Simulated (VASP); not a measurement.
Write the native input for VASP 6.6.1 that does the following.

* Task: single point
* Functional: LDA
* Potentials or basis: VASP PAW LDA potentials, release 64 (In_d, O)
* Cutoff: 520 eV
* k mesh: 12 × 12 × 2
* Occupations: gaussian, width 0.03 eV
* Spin: no spin polarisation
* Dipole correction: no
* Further INCAR settings: ALGO = Normal; EDIFF = 1e-06; NBANDS = 27

The structure of InO lies in POSCAR:

```
InO
1.0
    3.4536138013      0.0000000000      0.0000000000
   -1.7268069007      2.9909172868      0.0000000000
    0.0000000000      0.0000000000     15.8771000000
In O
2 2
Direct
    0.6666666667      0.3333333333      0.5900210000
    0.6666666667      0.3333333333      0.4099790000
    0.0000000000      0.0000000000      0.6398670000
    0.0000000000      0.0000000000      0.3601330000
```

The input as run:

INCAR

```
SYSTEM = InO
ALGO     = Normal         ! electronic algorithm
EDIFF    = 1E-6           ! SCF threshold, eV
ENCUT    = 520            ! plane-wave cutoff, eV
GGA      = CA             ! functional
ISIF     = 2              ! what is computed and relaxed
ISMEAR   = 0              ! smearing method
LASPH    = .True.         ! aspherical terms in the spheres
LCHARG   = .True.         ! write CHGCAR
LELF     = .True.         ! ELF
LREAL    = .False.        ! projectors in reciprocal space
LVHAR    = .True.       
LWAVE    = .False.        ! write WAVECAR
NBANDS   = 27             ! bands
NELM     = 100            ! most SCF steps
PREC     = Accurate       ! precision mode
SIGMA    = 0.03           ! smearing width, eV
```

KPOINTS

```
k-points
0
Gamma
  12 12 2
  0 0 0
```

Potentials or basis: VASP PAW LDA potentials, release 64 (In_d, O).

The run is started by

```console
$ cat potpaw_LDA.64/In_d/POTCAR potpaw_LDA.64/O/POTCAR > POTCAR
$ mpirun -np 1 vasp_std > vasp.out
```

It gave:

```json
{
  "Largest force": "0.536 eV/Å",
  "Band gap on the k mesh": "0.29 eV, indirect (least direct gap 1.00 eV)"
}
```

Caveat: spin-orbit coupling is left out, which moves the levels of the heavy elements.

Wall time 100 s on 1 thread of Intel(R) Xeon(R) 6975P-C (Granite Rapids), with other jobs on the host, peak memory 0.32 GiB.
